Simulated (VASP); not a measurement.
# Pt (P6_3/mmc) in VASP: single point with LDA

Aim: the single point of Pt with LDA.

All numbers are computed with VASP 6.6.1; they aren't measurements. Logs are shortened: lines on timing, memory, paths and dates and some standing lists are left out, and cuts for length are marked.

## 1. The cell of the first run

Symmetry: P6_3/mmc, No. 194, hexagonal system. Conventional cell: a = 2.699 Å, b = 2.699 Å, c = 4.633 Å, α = 90.00°, β = 90.00°, γ = 120.00°. Within 3.6 Å of Pt (site symmetry -6m2) lie 12 Pt at 2.70 to 2.79 Å.

This isn't the form of Pt at room conditions, which is fcc.

## 2. Single point, LDA

INCAR

```
PREC = Accurate ; ENCUT = 570
EDIFF = 1E-6 ; ISMEAR = -1
SIGMA = 0.05 ; LREAL = False
LASPH = True ; NELM = 120
ALGO = Normal ; ISIF = 2
LWAVE = False ; LCHARG = True
GGA = CA ; LELF = True
LVHAR = True ; NBANDS = 25
GGA_COMPAT = False
```

KPOINTS

```
regular mesh
0
Gamma
  14 14 7
```

POSCAR

```
Pt
1.0
    2.6988173657      0.0000000000      0.0000000000
   -1.3494086829      2.3372443989      0.0000000000
    0.0000000000      0.0000000000      4.6331469223
Pt
2
Direct
    0.6666666667      0.3333333333      0.7500000000
    0.3333333333      0.6666666667      0.2500000000
```

Potentials or basis: VASP PAW LDA potentials, release 64 (Pt_sv_GW).

Launch:

```
> cat potpaw_LDA.64/Pt_sv_GW/POTCAR > POTCAR
> mpirun -np 1 vasp_std > vasp.out
```

OUTCAR:

```text
PREC = Accurate
   ENCUT = 570
   EDIFF = 1E-6
   ISMEAR = -1
   LREAL = False
   LASPH = True
   NELM = 120
   ISIF = 2
   GGA = CA

 ion  position               nearest neighbor table
   1  0.667  0.333  0.750-   2 2.79   2 2.79   2 2.79   2 2.79   2 2.79   2 2.79
   2  0.333  0.667  0.250-   1 2.79   1 2.79   1 2.79   1 2.79   1 2.79   1 2.79

  LATTYP: Found a hexagonal cell.
 ALAT       =     2.6988173657
 C/A-ratio  =     1.7167322921

  Lattice vectors:

 A1 = (   2.6988173657,   0.0000000000,   0.0000000000)
 A2 = (  -1.3494086829,   2.3372443989,   0.0000000000)
 A3 = (   0.0000000000,   0.0000000000,   4.6331469223)

Analysis of symmetry for initial positions (statically):
=====================================================================
 Subroutine PRICEL returns:
 Original cell was already a primitive cell.

 Routine SETGRP: Setting up the symmetry group for a
 hexagonal supercell.

 Subroutine GETGRP returns: Found 24 space group operations
 (whereof 12 operations were pure point group operations)
 out of a pool of 24 trial point group operations.

The static configuration has the point symmetry D_3d.
 The point group associated with its full space group is D_6h.

Analysis of symmetry for dynamics (positions and initial velocities):
=====================================================================
 Subroutine PRICEL returns:
 Original cell was already a primitive cell.

 Routine SETGRP: Setting up the symmetry group for a
 hexagonal supercell.

 Subroutine GETGRP returns: Found 24 space group operations
 (whereof 12 operations were pure point group operations)
 out of a pool of 24 trial point group operations.

The dynamic configuration has the point symmetry D_3d.
 The point group associated with its full space group is D_6h.

 Subroutine INISYM returns: Found 24 space group operations
 (whereof 12 operations are pure point group operations),
 and found     1 'primitive' translations

----------------------------------------------------------------------------------------

                                     Primitive cell

  volume of cell :      29.2249

  direct lattice vectors                    reciprocal lattice vectors
     2.698817366  0.000000000  0.000000000     0.370532668  0.213927136  0.000000000
    -1.349408683  2.337244399  0.000000000     0.000000000  0.427854272  0.000000000
[... 79 lines left out ...]
   ISPIN  =      1    spin polarized calculation?
   LNONCOLLINEAR =      F non collinear calculations
   LSORBIT =      F    spin-orbit coupling
   LASPH  =      T    aspherical Exc in radial PAW
   ENCUT  =  570.0 eV  41.89 Ry    6.47 a.u.   5.25  5.25  9.02*2*pi/ulx,y,z
   NELM   =    120;   NELMIN=  2; NELMDL= -5     # of ELM steps
   EDIFF  = 0.1E-05   stopping-criterion for ELM
   LREAL  =      F    real-space projection
   EDIFFG = 0.1E-04   stopping-criterion for IOM
   NSW    =      0    number of steps for IOM
   IBRION =     -1    ionic relax: 0-MD 1-quasi-New 2-CG
   NFREE  =      0    steps in history (QN), initial steepest desc. (CG)
   ISIF   =      2    stress and relaxation
   ISYM   =      2    0-nonsym 1-usesym 2-fastsym
   POTIM  = 0.5000    time-step for ionic-motion
   TEBEG  =    0.0;   TEEND  =   0.0 temperature during run
   PSTRESS=    0.0 pullay stress
   NELECT =      36.0000    total number of electrons
   NUPDOWN=      -1.0000    fix difference up-down
   EMIN   =  10.00;   EMAX   =-10.00  energy-range for DOS
   EFERMI =   0.00;   METHOD = LEGACY
   ISMEAR =    -1;   SIGMA  =   0.05  broadening in eV -4-tet -1-fermi 0-gaus
   EFERMI_NEDOS =   21; number of points for ismear=-14 and -15
   IALGO  =     38    algorithm
   IMIX   =      4    mixing-type and parameters
     AMIX     =   0.40;   BMIX     =  1.00
     AMIX_MAG =   1.60;   BMIX_MAG =  1.00
  volume/ion in A,a.u.               =      14.61        98.61
  Fermi-wavevector in a.u.,A,eV,Ry     =   1.754922  3.316321 41.902549  3.079750
  Thomas-Fermi vector in A             =   2.824768
   LORBIT       =      0    0 simple, 1 ext, 2 COOP (PROOUT), +10 PAW based schemes
   GGA     = CA    functional components
   LHFCALC =     F    Hartree Fock is set to
   AEXX    =    0.0000 exact exchange contribution
   IVDW    =     0    specifies the selected vdW correction
   LEPSILON=     F    determine dielectric tensor
   LRPA    =     F    only Hartree local field effects (RPA)
 non-spin polarized calculation
  energy-cutoff  :      570.00
  volume of cell :       29.22
 maximum number of plane-waves:       915
 NGX is ok and might be reduce to    24
   NGX = 11   NGY = 11   NGZ = 19

 number of electron      36.0000000 magnetization

 Free energy of the ion-electron system (eV)
  ---------------------------------------------------
  ext. energy  EPLUGINS =         0.00000000
  ---------------------------------------------------
  free energy    TOTEN  =       -14.53027782 eV

  energy without entropy =      -14.50172783  energy(sigma->0) =      -14.51600282

 E-fermi :  11.0287     XC(G=0): -14.5748

 val. band max:       11.0263691050   @ k =   0.3571   0.0000   0.1429
 cond. band min:      11.0615922167   @ k =   0.4286   0.0000   0.0000
 fundamental gap:      0.0352231117
 Fermi energy:        11.0287373838

 k-point     1 :       0.0000    0.0000    0.0000
  band No.  band energies     occupation
      1     -87.3251      2.00000
      2     -87.2944      2.00000
      3     -41.8938      2.00000
      4     -41.5632      2.00000
      5     -41.5632      2.00000
      6     -41.5059      2.00000
[... 661 lines left out ...]
     24      23.6458      0.00000
     25      25.2738      0.00000

 [... further k-points ...]

------------------------ aborting loop because EDIFF is reached ----------------------------------------

  FORCE on cell =-STRESS in cart. coord.  units (eV):
  Direction    XX          YY          ZZ          XY          YZ          ZX
  --------------------------------------------------------------------------------------
  -------------------------------------------------------------------------------------
  Total        0.8628187      0.8628187      0.7887974     -0.0000000      0.0000000      0.0000000
  in kB       47.3016684     47.3016684     43.2436523     -0.0000000      0.0000000      0.0000000
  external PRESSURE =      45.9489964 kB  Pullay stress =       0.0000000 kB

 VOLUME and BASIS-vectors are now :
 -----------------------------------------------------------------------------
  energy-cutoff  :      570.00
  volume of cell :       29.22
      direct lattice vectors                 reciprocal lattice vectors
     2.698817366  0.000000000  0.000000000     0.370532668  0.213927136  0.000000000
    -1.349408683  2.337244399  0.000000000     0.000000000  0.427854272  0.000000000
     0.000000000  0.000000000  4.633146922     0.000000000  0.000000000  0.215836022

 POSITION                                       TOTAL-FORCE (eV/Angst)
 -----------------------------------------------------------------------------------
      1.34941      0.77908      3.47486         0.000000      0.000000      0.000000
     -0.00000      1.55816      1.15829        -0.000000     -0.000000      0.000000
 -----------------------------------------------------------------------------------
    total drift:                               -0.000000      0.000000     -0.000000

  FREE ENERGIE OF THE ION-ELECTRON SYSTEM (eV)
  ---------------------------------------------------
  free  energy   TOTEN  =       -14.5302778163 eV

  energy  without entropy=      -14.5017278315  energy(sigma->0) =      -14.51600282
```

OSZICAR:

```text
N       E                     dE             d eps       ncg     rms          rms(c)
DAV:   1     0.454429093407E+03    0.45443E+03   -0.28430E+04  5064   0.173E+03
DAV:   2    -0.151631846713E+01   -0.45595E+03   -0.44561E+03  5610   0.621E+02
DAV:   3    -0.167398073843E+02   -0.15223E+02   -0.15049E+02  5617   0.111E+02
DAV:   4    -0.168410542607E+02   -0.10125E+00   -0.10116E+00  5646   0.936E+00
DAV:   5    -0.168416165923E+02   -0.56233E-03   -0.56225E-03  5674   0.657E-01    0.985E+01
DAV:   6    -0.146510499834E+02    0.21906E+01   -0.42224E+00  5183   0.170E+01    0.503E+01
DAV:   7    -0.145596583606E+02    0.91392E-01   -0.77383E-01  5822   0.635E+00    0.108E+01
DAV:   8    -0.145304822324E+02    0.29176E-01   -0.10099E-01  5186   0.308E+00    0.335E-01
DAV:   9    -0.145303287835E+02    0.15345E-03   -0.25085E-03  5394   0.392E-01    0.279E-01
DAV:  10    -0.145302785139E+02    0.50270E-04   -0.72111E-05  5602   0.103E-01    0.178E-01
DAV:  11    -0.145302778163E+02    0.69760E-06   -0.34561E-06  4765   0.178E-02
   1 F= -.14530278E+02 E0= -.14516003E+02  d E =-.285500E-01
```

Wall time 36 s (1 thread of Intel Xeon Platinum 8488C (Sapphire Rapids), shared host); peak memory 0.19 GiB.

What came out:

- Free energy: -14.5303 eV
- Pressure: 4.6 GPa
- Band gap on the k mesh: zero (bands 18 and 19 overlap by 1.37 eV)

Stress tensor (GPa, compression positive):
```
4.73 0.00 0.00
0.00 4.73 0.00
0.00 0.00 4.32
```

Caveat: the cell stands under pressure; spin-orbit coupling is left out, which moves the levels of the heavy elements.

The gap in the log of VASP goes by the Fermi energy; the results here count the filled bands.